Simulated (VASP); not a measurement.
The system is Ge.

```
Ge
1.0
     1.48805   -2.59469    0.00000
     1.48805    2.59469    0.00000
     0.00000    0.00000    4.72760
Ge
2
Direct
  0.33345 0.66655 0.25000
  0.66655 0.33345 0.75000
```

This isn't the form of Ge at room conditions, which is diamond.

```yaml
Program: VASP 6.6.1
Task: relaxation of cell and atoms
Functional: RPBE
Potentials_or_basis: VASP PAW PBE potentials, release 64 (Ge_d)
Cutoff: 600 eV
k_mesh: 10 × 10 × 6
Occupations: fermi-dirac, width 0.05 eV
Spin: no spin polarisation
```

At the start: pressure 6.1 GPa; volume 18.25 Å³/atom.

Task: Where does the relaxation end?

Result: Over 9 steps the energy falls by 29.6 meV/atom and the volume is 19.79 Å³/atom (+8.4 %); space group P6_3/mmc (No. 194, to 0.1 Å) before and after.

The path:
```
step  energy change (eV)  largest force (eV/Å)  pressure (GPa)  volume (Å³)
   1              0.0000                0.0013            6.11        36.51
   2             -0.0563                0.0008           -1.07        40.31
   3             -0.0583                0.0005           -0.07        39.65
   4             -0.0583                0.0005           -0.17        39.71
   5             -0.0589                0.0002           -0.09        39.68
   6             -0.0591                0.0006           -0.07        39.65
   7             -0.0591                0.0007           -0.13        39.64
   8             -0.0591                0.0007            0.05        39.54
   9             -0.0591                0.0008            0.00        39.59
```

Final structure:
```yaml
crystal:
  lattice:
    - [1.51611, -2.64947, 0.00000]
    - [1.51611, 2.64947, 0.00000]
    - [0.00000, 0.00000, 4.92777]
  atoms:
    - { symbol: Ge, position: [0.33345, 0.66655, 0.25000] }
    - { symbol: Ge, position: [0.66655, 0.33345, 0.75000] }
```

Caveat: the PAW data sets were made with another functional, which shifts forces and pressure a little.
